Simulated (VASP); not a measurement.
# BaS (F-43m) in VASP: settings compared

The runs below take BaS through single point, with HSE06, PBE-based global hybrid with 10 % exact exchange, PBE-based global hybrid with 75 % exact exchange, PBE-based screened hybrid with 35 % exact exchange.

All numbers are computed with VASP 6.6.1; they aren't measurements. Logs are shortened: lines on timing, memory, paths and dates and some standing lists are left out, and cuts for length are marked.

### Step 1. The cell of the first run

The structure is cubic, space group F-43m (No. 216). The conventional cell has a = 7.039 Å, b = 7.039 Å, c = 7.039 Å, α = 90.00°, β = 90.00°, γ = 90.00°. Ba (site symmetry -43m) has 4 S at 3.05 Å within 4.0 Å. S (site symmetry -43m) has 4 Ba at 3.05 Å within 4.0 Å.

### Step 2. Single point, HSE06

The input, POSCAR:

```
BaS
1.0
    0.0000000000      3.5194117709      3.5194117709
    3.5194117709      0.0000000000      3.5194117709
    3.5194117709      3.5194117709      0.0000000000
Ba S
1 1
Direct
    0.0000000000      0.0000000000      0.0000000000
    0.2500000000      0.2500000000      0.2500000000
```

The input, INCAR.step1:

```
SYSTEM = BaS
PREC = Accurate
ENCUT = 520
EDIFF = 1E-5
ISMEAR = 0
SIGMA = 0.01
LREAL = .FALSE.
LASPH = .TRUE.
NELM = 100
ALGO = Normal
ISIF = 2
LWAVE = .TRUE.
NBANDS = 15
GGA = PE
```

The input, INCAR.step2:

```
SYSTEM = BaS
PREC = Accurate
ENCUT = 520
EDIFF = 1E-7
ISMEAR = 0
SIGMA = 0.01
LREAL = .FALSE.
LASPH = .TRUE.
NELM = 100
ALGO = Normal
ISIF = 2
LWAVE = .FALSE.
LCHARG = .TRUE.
GGA = PE
LHFCALC = .TRUE.
HFSCREEN = 0.2079
PRECFOCK = Normal
LELF = .TRUE.
LVHAR = .TRUE.
NBANDS = 15
ISTART = 1
```

The input, KPOINTS:

```
regular mesh
0
G
  4 4 4
  0 0 0
```

Potentials or basis: VASP PAW PBE potentials, release 64 (Ba_sv, S).

The run is started by

```bash
$ cat potpaw_PBE.64/Ba_sv/POTCAR potpaw_PBE.64/S/POTCAR > POTCAR
$ cp INCAR.step1 INCAR
$ mpirun -np 1 vasp_std > vasp.out
$ cp INCAR.step2 INCAR
$ mpirun -np 1 vasp_std > vasp.out
```

OUTCAR:

```text
SYSTEM = BaS
   PREC = Accurate
   ENCUT = 520
   EDIFF = 1E-7
   ISMEAR = 0
   LREAL = .FALSE.
   LASPH = .TRUE.
   NELM = 100
   ISIF = 2
   GGA = PE
   LHFCALC = .TRUE.
   HFSCREEN = 0.2079
   PRECFOCK = Normal
   ISTART = 1

 ion  position               nearest neighbor table
   1  0.000  0.000  0.000-   2 3.05   2 3.05   2 3.05   2 3.05
   2  0.250  0.250  0.250-   1 3.05   1 3.05   1 3.05   1 3.05

  LATTYP: Found a face centered cubic cell.
 ALAT       =     7.0388235418

  Lattice vectors:

 A1 = (   0.0000000000,   3.5194117709,   3.5194117709)
 A2 = (   3.5194117709,   0.0000000000,   3.5194117709)
 A3 = (   3.5194117709,   3.5194117709,   0.0000000000)

Analysis of symmetry for initial positions (statically):
=====================================================================
 Subroutine PRICEL returns:
 Original cell was already a primitive cell.

 Routine SETGRP: Setting up the symmetry group for a
 face centered cubic supercell.

 Subroutine GETGRP returns: Found 24 space group operations
 (whereof 24 operations were pure point group operations)
 out of a pool of 48 trial point group operations.

The static configuration has the point symmetry T_d .

Analysis of symmetry for dynamics (positions and initial velocities):
=====================================================================
 Subroutine PRICEL returns:
 Original cell was already a primitive cell.

 Routine SETGRP: Setting up the symmetry group for a
 face centered cubic supercell.

 Subroutine GETGRP returns: Found 24 space group operations
 (whereof 24 operations were pure point group operations)
 out of a pool of 48 trial point group operations.

The dynamic configuration has the point symmetry T_d .

 Subroutine INISYM returns: Found 24 space group operations
 (whereof 24 operations are pure point group operations),
 and found     1 'primitive' translations

----------------------------------------------------------------------------------------

                                     Primitive cell

  volume of cell :      87.1847

  direct lattice vectors                    reciprocal lattice vectors
     0.000000000  3.519411771  3.519411771    -0.142069196  0.142069196  0.142069196
     3.519411771  0.000000000  3.519411771     0.142069196 -0.142069196  0.142069196
     3.519411771  3.519411771  0.000000000     0.142069196  0.142069196 -0.142069196

  length of vectors
[... 82 lines left out ...]
   IALGO  =     38    algorithm
   IMIX   =      1    mixing-type and parameters
     AMIX     =   0.40;   BMIX     =  1.00
     AMIX_MAG =   1.60;   BMIX_MAG =  1.00
  volume/ion in A,a.u.               =      43.59       294.18
  Fermi-wavevector in a.u.,A,eV,Ry     =   0.930325  1.758060 11.775908  0.865505
  Thomas-Fermi vector in A             =   2.056702
   LORBIT       =      0    0 simple, 1 ext, 2 COOP (PROOUT), +10 PAW based schemes
   GGA     = PE    functional components
   LHFCALC =     T    Hartree Fock is set to
   PRECFOCK=normal    Normal, Fast or Accurate (Low or Medium for compatibility)
   ENCUT4O =  -1.0   cutoff for four orbital integrals eV
   NKREDX  =     1    reduce k-point grid by
   NKREDY  =     1    reduce k-point grid by
   NKREDZ  =     1    reduce k-point grid by
   AEXX    =    0.2500 exact exchange contribution
   HFSCREEN=    0.2079 screening length (either q_TF or 0.3 A-1)
   HFSCREENC=   0.2079 screening length for correlation (either q_TF or 0.3 A-1)
   ENCUTFOCK=  -1.0 apply spherical cutoff to Coloumb kernel
   IVDW    =     0    specifies the selected vdW correction
   LEPSILON=     F    determine dielectric tensor
   LRPA    =     F    only Hartree local field effects (RPA)
 non-spin polarized calculation
 Gauss-broadening in eV      SIGMA  =   0.01
  energy-cutoff  :      520.00
  volume of cell :       87.18
 maximum number of plane-waves:      2397
 NGX is ok and might be reduce to    40
  NGX = 28; NGY = 28; NGZ = 28

 number of electron      15.9999999 magnetization

 Free energy of the ion-electron system (eV)
  ---------------------------------------------------
  ext. energy  EPLUGINS =         0.00000000
  ---------------------------------------------------
  free energy    TOTEN  =       -11.04544407 eV

  energy without entropy =      -11.04544407  energy(sigma->0) =      -11.04544407

 E-fermi :  -0.7847     XC(G=0):  -6.0413

 val. band max:       -0.8360623085   @ k =  -0.2500   0.5000   0.2500
 cond. band min:       2.8106215914   @ k =   0.0000   0.0000   0.0000
 fundamental gap:      3.6466838998
 Fermi energy:        -0.7847049406

 k-point     1 :       0.0000    0.0000    0.0000
  band No.  band energies     occupation
      1     -28.6522      2.00000
      2     -12.7792      2.00000
      3     -12.7792      2.00000
      4     -12.7792      2.00000
      5     -11.7737      2.00000
      6      -1.5467      2.00000
      7      -1.5467      2.00000
      8      -1.5467      2.00000
      9       2.8106      0.00000
     10       5.3477      0.00000
     11       5.3477      0.00000
     12       7.2898      0.00000
     13       7.2898      0.00000
     14       7.2898      0.00000
[... 113 lines left out ...]
      2     -13.6725      2.00000
      3     -12.9421      2.00000
      4     -12.8973      2.00000
      5     -10.6993      2.00000
      6      -1.4718      2.00000
      7      -1.3738      2.00000
      8      -0.8361      2.00000
      9       3.5045      0.00000
     10       4.4751      0.00000
     11       6.2632      0.00000
     12       6.6986      0.00000
     13       7.8473      0.00000
     14       8.8020      0.00000
     15       9.0037      0.00000

------------------------ aborting loop because EDIFF is reached ----------------------------------------

  FORCE on cell =-STRESS in cart. coord.  units (eV):
  Direction    XX          YY          ZZ          XY          YZ          ZX
  --------------------------------------------------------------------------------------
  -------------------------------------------------------------------------------------
  Total        0.0868790      0.0868790      0.0868790      0.0000000      0.0000000      0.0000000
  in kB        1.5965605      1.5965605      1.5965605      0.0000000      0.0000000      0.0000000
  external PRESSURE =       1.5965605 kB  Pullay stress =       0.0000000 kB

 VOLUME and BASIS-vectors are now :
 -----------------------------------------------------------------------------
  energy-cutoff  :      520.00
  volume of cell :       87.18
      direct lattice vectors                 reciprocal lattice vectors
     0.000000000  3.519411771  3.519411771    -0.142069196  0.142069196  0.142069196
     3.519411771  0.000000000  3.519411771     0.142069196 -0.142069196  0.142069196
     3.519411771  3.519411771  0.000000000     0.142069196  0.142069196 -0.142069196

 POSITION                                       TOTAL-FORCE (eV/Angst)
 -----------------------------------------------------------------------------------
      0.00000      0.00000      0.00000        -0.000000     -0.000000     -0.000000
      1.75971      1.75971      1.75971         0.000000      0.000000      0.000000
 -----------------------------------------------------------------------------------
    total drift:                               -0.000000      0.000000     -0.000000

  FREE ENERGIE OF THE ION-ELECTRON SYSTEM (eV)
  ---------------------------------------------------
  free  energy   TOTEN  =       -11.0454440748 eV

  energy  without entropy=      -11.0454440748  energy(sigma->0) =      -11.04544407
```

OUTCAR.step1:

```text
SYSTEM = BaS
   PREC = Accurate
   ENCUT = 520
   EDIFF = 1E-5
   ISMEAR = 0
   LREAL = .FALSE.
   LASPH = .TRUE.
[... 347 lines left out ...]
      0.00000      0.00000      0.00000         0.000000      0.000000      0.000000
      1.75971      1.75971      1.75971        -0.000000     -0.000000     -0.000000
 -----------------------------------------------------------------------------------
    total drift:                                0.000000      0.000000      0.000000

  FREE ENERGIE OF THE ION-ELECTRON SYSTEM (eV)
  ---------------------------------------------------
  free  energy   TOTEN  =        -9.7340244137 eV

  energy  without entropy=       -9.7340244137  energy(sigma->0) =       -9.73402441
```

OSZICAR.step1:

```text
N       E                     dE             d eps       ncg     rms          rms(c)
DAV:   1     0.960846650693E+02    0.96085E+02   -0.64289E+03   240   0.898E+02
DAV:   2    -0.354261317051E+01   -0.99627E+02   -0.90587E+02   356   0.161E+02
DAV:   3    -0.105780649466E+02   -0.70355E+01   -0.69928E+01   346   0.478E+01
DAV:   4    -0.107229766487E+02   -0.14491E+00   -0.14489E+00   352   0.712E+00
DAV:   5    -0.107234931320E+02   -0.51648E-03   -0.51647E-03   353   0.456E-01    0.510E+00
DAV:   6    -0.974581938692E+01    0.97767E+00   -0.13439E+00   268   0.624E+00    0.346E+00
DAV:   7    -0.970730859567E+01    0.38511E-01   -0.39315E-01   289   0.301E+00    0.252E+00
DAV:   8    -0.971835867568E+01   -0.11050E-01   -0.38105E-02   275   0.121E+00    0.789E-01
DAV:   9    -0.972933396660E+01   -0.10975E-01   -0.16909E-02   240   0.869E-01    0.378E-01
DAV:  10    -0.973255259442E+01   -0.32186E-02   -0.12690E-03   275   0.203E-01    0.130E-01
DAV:  11    -0.973396656860E+01   -0.14140E-02   -0.19920E-03   247   0.219E-01    0.318E-02
DAV:  12    -0.973400256791E+01   -0.35999E-04   -0.11374E-04   339   0.498E-02    0.376E-02
DAV:  13    -0.973402450497E+01   -0.21937E-04   -0.39594E-05   246   0.371E-02    0.104E-02
DAV:  14    -0.973402441373E+01    0.91236E-07   -0.47925E-07   253   0.491E-03
   1 F= -.97340244E+01 E0= -.97340244E+01  d E =-.265765E-24
```

It took 5.9 min on 1 thread of Intel Xeon 6975P-C (Granite Rapids), shared host; peak memory 0.34 GiB.

Results:

- Free energy: -11.0454 eV
- Pressure: 0.2 GPa
- Band gap on the k mesh: 3.65 eV (least direct gap 4.34 eV)

Caveat: the structure was generated, so it needn't be the stable form of BaS; the PAW data sets were made with another functional, which shifts forces and pressure a little; spin-orbit coupling is left out, which moves the levels of the heavy elements.

(Part 1 of 3 ends here.)
